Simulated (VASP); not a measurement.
# Si (Fd-3m) in VASP: elastic constants with LDA

Aim: the elastic constants of Si with LDA.

All numbers are computed with VASP 6.6.1; they aren't measurements. Logs are shortened: lines on timing, memory, paths and dates and some standing lists are left out, and cuts for length are marked.

## (1) The cell of the first run

Symmetry: Fd-3m, No. 227, cubic system. The conventional cell has a = 5.402 Å, b = 5.402 Å, c = 5.402 Å, α = 90.00°, β = 90.00°, γ = 90.00°. Within 3.1 Å of Si (site symmetry -43m) lie 4 Si at 2.34 Å.

## (2) Elastic constants, LDA

Contents of INCAR:

```
SYSTEM = Si
ALGO     = Normal         ! electronic algorithm
EDIFF    = 1E-8           ! SCF threshold, eV
ENCUT    = 600            ! plane-wave cutoff, eV
GGA      = CA             ! functional
IBRION   = 6              ! ionic algorithm
ISIF     = 3              ! what is computed and relaxed
ISMEAR   = 0              ! smearing method
LASPH    = .TRUE.         ! aspherical terms in the spheres
LCHARG   = .TRUE.         ! write CHGCAR
LREAL    = .FALSE.        ! projectors in reciprocal space
LWAVE    = .FALSE.        ! write WAVECAR
NELM     = 60             ! most SCF steps
NFREE    = 2            
NSW      = 1              ! ionic steps
POTIM    = 0.015          ! step
PREC     = Accurate       ! precision mode
SIGMA    = 0.01           ! smearing width, eV
```

Contents of KPOINTS:

```
k-points
0
G
  8 8 8
  0 0 0
```

Contents of POSCAR:

```
Si
1.0
    2.7009789307      2.7009789307      0.0000000000
   -2.7009789307      2.7009789307      0.0000000000
    0.0000000000      2.7009789307      2.7009789307
Si
2
Direct
    0.2500000000      0.7500000000      0.5000000000
    0.0000000000      0.0000000000      0.0000000000
```

Potentials or basis: VASP PAW LDA potentials, release 64 (Si).

Command:

```sh
cat potpaw_LDA.64/Si/POTCAR > POTCAR
mpirun -np 1 vasp_std > vasp.out
```

OUTCAR:

```text
SYSTEM = Si
   EDIFF = 1E-8
   ENCUT = 600
   GGA = CA
   IBRION = 6
   ISIF = 3
   ISMEAR = 0
   LASPH = .TRUE.
   LREAL = .FALSE.
   NELM = 60
   NFREE = 2
   NSW = 1
   POTIM = 0.015
   PREC = Accurate

 ion  position               nearest neighbor table
   1  0.250  0.750  0.500-   2 2.34   2 2.34   2 2.34   2 2.34
   2  0.000  0.000  0.000-   1 2.34   1 2.34   1 2.34   1 2.34

  LATTYP: Found a face centered cubic cell.
 ALAT       =     5.4019578614

  Lattice vectors:

 A1 = (   0.0000000000,   2.7009789307,   2.7009789307)
 A2 = (   2.7009789307,   0.0000000000,   2.7009789307)
 A3 = (   2.7009789307,   2.7009789307,   0.0000000000)

Analysis of symmetry for initial positions (statically):
=====================================================================
 Subroutine PRICEL returns:
 Original cell was already a primitive cell.

 Routine SETGRP: Setting up the symmetry group for a
 face centered cubic supercell.

 Subroutine GETGRP returns: Found 48 space group operations
 (whereof 24 operations were pure point group operations)
 out of a pool of 48 trial point group operations.

The static configuration has the point symmetry T_d .
 The point group associated with its full space group is O_h .

Analysis of symmetry for dynamics (positions and initial velocities):
=====================================================================
 Subroutine PRICEL returns:
 Original cell was already a primitive cell.

 Routine SETGRP: Setting up the symmetry group for a
 face centered cubic supercell.

 Subroutine GETGRP returns: Found 48 space group operations
 (whereof 24 operations were pure point group operations)
 out of a pool of 48 trial point group operations.

The dynamic configuration has the point symmetry T_d .
 The point group associated with its full space group is O_h .

 Subroutine INISYM returns: Found 48 space group operations
 (whereof 24 operations are pure point group operations),
 and found     1 'primitive' translations

----------------------------------------------------------------------------------------

                                     Primitive cell

  volume of cell :      39.4088

  direct lattice vectors                    reciprocal lattice vectors
     2.700978931  2.700978931  0.000000000     0.185118067  0.185118067 -0.185118067
    -2.700978931  2.700978931  0.000000000    -0.185118067  0.185118067 -0.185118067
     0.000000000  2.700978931  2.700978931     0.000000000  0.000000000  0.370236135

  length of vectors
     3.819761035  3.819761035  3.819761035     0.320633898  0.320633898  0.370236135

  position of ions in fractional coordinates (direct lattice)
     0.250000000  0.750000000  0.500000000
     0.000000000  0.000000000  0.000000000

  ion indices of the primitive-cell ions
   primitive index   ion index
                 1           1
                 2           2

----------------------------------------------------------------------------------------

 KPOINTS: k-points

Automatic generation of k-mesh.
 Grid dimensions read from file:
 generate k-points for:    8    8    8

[... 109 lines left out ...]
  ---------------------------------------------------
  free energy    TOTEN  =       -11.91576915 eV

  energy without entropy =      -11.91576915  energy(sigma->0) =      -11.91576915

------------------------ aborting loop because EDIFF is reached ----------------------------------------

  FORCE on cell =-STRESS in cart. coord.  units (eV):
  Direction    XX          YY          ZZ          XY          YZ          ZX
  --------------------------------------------------------------------------------------
  -------------------------------------------------------------------------------------
  Total        0.0154113      0.0154113      0.0154113      0.0000000      0.0000000     -0.0000000
  in kB        0.6265512      0.6265512      0.6265512      0.0000000      0.0000000     -0.0000000
  external PRESSURE =       0.6265512 kB  Pullay stress =       0.0000000 kB
[... 89 lines left out ...]
  FREE ENERGIE OF THE ION-ELECTRON SYSTEM (eV)
  ---------------------------------------------------
  free  energy   TOTEN  =       -11.9110319163 eV

  energy  without entropy=      -11.9110319163  energy(sigma->0) =      -11.91103192

[... ionic steps 4 to 12 ...]

--------------------------------------- Ionic step       13  -------------------------------------------

 number of electron       8.0000000 magnetization

------------------------ aborting loop because EDIFF is reached ----------------------------------------
[... 67 lines left out ...]
--------------------------------------- Ionic step       15  -------------------------------------------

 number of electron       8.0000000 magnetization

 Free energy of the ion-electron system (eV)
  ---------------------------------------------------
  ext. energy  EPLUGINS =         0.00000000
  ---------------------------------------------------
  free energy    TOTEN  =       -11.91423893 eV

  energy without entropy =      -11.91423893  energy(sigma->0) =      -11.91423893

 E-fermi :   6.1080     XC(G=0):  -9.6651

 val. band max:        6.0074339702   @ k =   0.0000   0.0000   0.0000
 cond. band min:       6.4227309071   @ k =  -0.3750   0.3750   0.0000
 fundamental gap:      0.4152969369
 Fermi energy:         6.1080166294

 k-point     1 :       0.0000    0.0000    0.0000
  band No.  band energies     occupation
      1      -6.1323      2.00000
      2       5.8624      2.00000
      3       5.9354      2.00000
      4       6.0074      2.00000
      5       8.4223      0.00000
      6       8.4641      0.00000
      7       8.5075      0.00000
      8       9.3267      0.00000
[... 243 lines left out ...]
 k-point    24 :       0.5000    0.2500    0.1250
  band No.  band energies     occupation
      1      -3.2273      2.00000
      2      -0.8844      2.00000
      3       2.4221      2.00000
      4       3.7084      2.00000
      5       8.9255      0.00000
      6       8.9720      0.00000
      7      11.8335      0.00000
      8      13.0318      0.00000

 [... further k-points ...]

------------------------ aborting loop because EDIFF is reached ----------------------------------------

  FORCE on cell =-STRESS in cart. coord.  units (eV):
  Direction    XX          YY          ZZ          XY          YZ          ZX
  --------------------------------------------------------------------------------------
  -------------------------------------------------------------------------------------
  Total        0.0147445      0.0185215      0.0185215      0.0000000      0.1490498      0.0000000
  in kB        0.5994426      0.7529975      0.7529975      0.0000000      6.0596629      0.0000000
  external PRESSURE =       0.7018126 kB  Pullay stress =       0.0000000 kB
[... 17 lines left out ...]
  FREE ENERGIE OF THE ION-ELECTRON SYSTEM (eV)
  ---------------------------------------------------
  free  energy   TOTEN  =       -11.9142389254 eV

  energy  without entropy=      -11.9142389254  energy(sigma->0) =      -11.91423893

 INTERNAL STRAIN TENSORS FROM STRAINED CELLS
 ============================================

 INTERNAL STRAIN TENSOR FOR ION    1 for displacements in x,y,z  (eV/Angst):
          X           Y           Z          XY          YZ          ZX
  --------------------------------------------------------------------------------
  x    -0.00000     0.00000    -0.00000    -0.00000    -9.93987     0.00000
  y     0.00000     0.00000     0.00000     0.00000    -0.00000    -9.93995
  z    -0.00000     0.00000     0.00000    -9.93971    -0.00000     0.00000

 INTERNAL STRAIN TENSORS FROM DISPLACED ATOMS
 ============================================

 INTERNAL STRAIN TENSOR FOR ION    1 for displacements in x,y,z  (eV/Angst):
          X           Y           Z          XY          YZ          ZX
  --------------------------------------------------------------------------------
  x     0.00000    -0.00000    -0.00000     0.00000    -9.93724     0.00000
  y     0.00000    -0.00000     0.00000     0.00000     0.00000    -9.93724
  z    -0.00000    -0.00000     0.00000    -9.93724     0.00000     0.00000

 INTERNAL STRAIN TENSOR FOR ION    2 for displacements in x,y,z  (eV/Angst):
          X           Y           Z          XY          YZ          ZX
  --------------------------------------------------------------------------------
  x    -0.00000     0.00000     0.00000     0.00000     9.93724     0.00000
  y    -0.00000     0.00000    -0.00000     0.00000     0.00000     9.93724
  z     0.00000     0.00000    -0.00000     9.93724     0.00000     0.00000

 Eigenvectors and eigenvalues of the dynamical matrix
 ----------------------------------------------------

   1 f  =   15.385798 THz    96.671820 2PiTHz  513.214979 cm-1    63.630519 meV
             X         Y         Z           dx          dy          dz
     -1.350489  4.051468  1.350489     0.000000   -0.707107    0.000000
      0.000000  0.000000  0.000000     0.000000    0.707107    0.000000
[... 21 lines left out ...]
   6 f  =    0.000000 THz     0.000000 2PiTHz    0.000000 cm-1     0.000000 meV
             X         Y         Z           dx          dy          dz
     -1.350489  4.051468  1.350489     0.000000    0.000000    0.707107
      0.000000  0.000000  0.000000     0.000000    0.000000    0.707107

--------------------------------------------------------------------------------------------------------

 ELASTIC MODULI CONTR FROM IONIC RELAXATION (kBar)
 Direction    XX          YY          ZZ          XY          YZ          ZX
 --------------------------------------------------------------------------------
 XX          -0.0000      0.0000      0.0000     -0.0000      0.0000      0.0000
 YY           0.0000     -0.0000      0.0000     -0.0000     -0.0000     -0.0000
 ZZ           0.0000      0.0000     -0.0000      0.0000     -0.0000      0.0000
 XY          -0.0000     -0.0000      0.0000   -295.1656      0.0000      0.0000
 YZ           0.0000     -0.0000     -0.0000      0.0000   -295.1656      0.0000
 ZX           0.0000     -0.0000      0.0000      0.0000      0.0000   -295.1656
 --------------------------------------------------------------------------------

 TOTAL ELASTIC MODULI (kBar)
 Direction    XX          YY          ZZ          XY          YZ          ZX
 --------------------------------------------------------------------------------
 XX        1614.1352    648.2536    648.2536     -0.0000      0.0000      0.0000
 YY         648.2536   1614.1352    648.2536      0.0000     -0.0000     -0.0000
 ZZ         648.2536    648.2536   1614.1352      0.0000     -0.0000     -0.0000
 XY          -0.0000      0.0000      0.0000    761.5075      0.0000      0.0000
 YZ           0.0000     -0.0000     -0.0000      0.0000    761.5075      0.0000
 ZX           0.0000     -0.0000     -0.0000      0.0000      0.0000    761.5075
 --------------------------------------------------------------------------------
```

Run time: 4.1 min. Hardware: 1 thread of Intel Xeon 6975P-C, shared host; peak memory 0.22 GiB.

Results:

| Property | Result |
| --- | --- |
| Elastic constants C11, C12, C44 | 161, 65, 76 GPa |
| Voigt bulk modulus | 97 GPa |
| Highest phonon frequency at Γ | 513 cm⁻¹ |

Phonon frequencies in cm⁻¹ (negative: imaginary):
| q point | frequencies |
| --- | --- |
| (0.000, 0.000, 0.000) | 0 0 0 513 513 513 |

Elastic tensor in Voigt notation (GPa, in the Cartesian axes of the cell as first typed):
```
161  65  65   0   0   0
 65 161  65   0   0   0
 65  65 161   0   0   0
  0   0   0  76   0   0
  0   0   0   0  76   0
  0   0   0   0   0  76
```

Clamped-ion elastic tensor (GPa):
```
161  65  65   0   0   0
 65 161  65   0   0   0
 65  65 161   0   0   0
  0   0   0 106   0   0
  0   0   0   0 106   0
  0   0   0   0   0 106
```
